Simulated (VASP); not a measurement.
A run of VASP 6.6.1:

Contents of INCAR:

```
PREC = Accurate
ENCUT = 400
EDIFF = 1E-6
ISMEAR = 0
SIGMA = 0.1
LREAL = False
LASPH = True
NELM = 120
ALGO = Normal
ISIF = 2
LWAVE = False
LCHARG = False
GGA = PE
NBANDS = 30
GGA_COMPAT = False
```

File KPOINTS:

```
Automatic mesh
0
Gamma
  4 4 4
```

The input POSCAR:

```
Ta
1.0
   -4.2442950000     -0.0291830000      0.0196320000
   -0.0196320000      0.0013600000      4.3240620000
    2.1415150000      4.1904470000      2.1535760000
Ta
4
Direct
    0.0020921907      0.0296402341      0.9441128227
    0.5001486351      0.4788945939      0.9966136169
    0.7557908377      0.7262096803      0.4974222556
    0.2435543776      0.2086026907      0.5102111893
```

Potentials or basis: VASP PAW PBE potentials, release 64 (Ta_pv).

Launch:

```sh
$ cat potpaw_PBE.64/Ta_pv/POTCAR > POTCAR
$ mpirun -np 1 vasp_std > vasp.out
```

Hardware: 1 thread of Intel(R) Xeon(R) Platinum 8375C CPU @ 2.90GHz (Ice Lake), on a shared host.

**Question.** Estimate the wall time of this run.

**Answer.** Run time: 38 s on 1 thread of Intel(R) Xeon(R) Platinum 8375C CPU @ 2.90GHz (Ice Lake) (shared host), peak memory 0.18 GiB. Counts: scf iterations 13, k points 36.
